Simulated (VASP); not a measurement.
Wanted: the native input for a VASP 6.6.1 run.

```
Task                   : relaxation of cell and atoms
Functional             : PBEsol
Potentials or basis    : VASP PAW PBE potentials, release 64 (Li_sv, Br)
Cutoff                 : 750 eV
k mesh                 : 8 × 8 × 8
Occupations            : fermi-dirac, width 0.02 eV
Spin                   : no spin polarisation
Dipole correction      : no
Further INCAR settings : ALGO = Normal; EDIFF = 1e-07; IBRION = 2; EDIFFG = -0.005; NSW = 80; ISIF = 3
```

The structure of LiBr lies in POSCAR:

```
LiBr
1.0
    0.0000000000      2.7554040780      2.7554040780
    2.7554040780      0.0000000000      2.7554040780
    2.7554040780      2.7554040780      0.0000000000
Li Br
1 1
Direct
    0.0000000000      0.0000000000      0.0000000000
    0.5000000000      0.5000000000      0.5000000000
```

These files were run (other wordings do the same):

INCAR

```
ALGO = Normal
EDIFF = 1E-7
EDIFFG = -0.005
ENCUT = 750
GGA = PS
GGA_COMPAT = F
IBRION = 2
ISIF = 3
ISMEAR = -1
LASPH = T
LCHARG = F
LREAL = F
LWAVE = F
NELM = 120
NELMIN = 4
NSW = 80
PREC = Accurate
SIGMA = 0.02
```

KPOINTS

```
k-points
0
Gamma
  8 8 8
```

Potentials or basis: VASP PAW PBE potentials, release 64 (Li_sv, Br).

Run with:

```bash
$ cat potpaw_PBE.64/Li_sv/POTCAR potpaw_PBE.64/Br/POTCAR > POTCAR
$ mpirun -np 1 vasp_std > vasp.out
```

Results of the run:

- Relaxed volume: 19.79 Å³/atom
- Relaxed cell: a = 3.825 Å, b = 3.825 Å, c = 3.825 Å, α = 60.00°, β = 60.00°, γ = 60.00°
- Space group after relaxing (to 0.05 Å): Fm-3m (No. 225)
- Energy gained by relaxing: 5.3 meV/atom
- Ionic steps: 4
- Pressure after relaxing: 0.0 GPa
- Band gap on the k mesh: 4.99 eV, direct

Caveat: the PAW data sets were made with another functional, which shifts forces and pressure a little.

Wall time 26 s on 1 thread of AMD EPYC 9R45 (Zen 5), with other jobs on the host, peak memory 0.18 GiB.
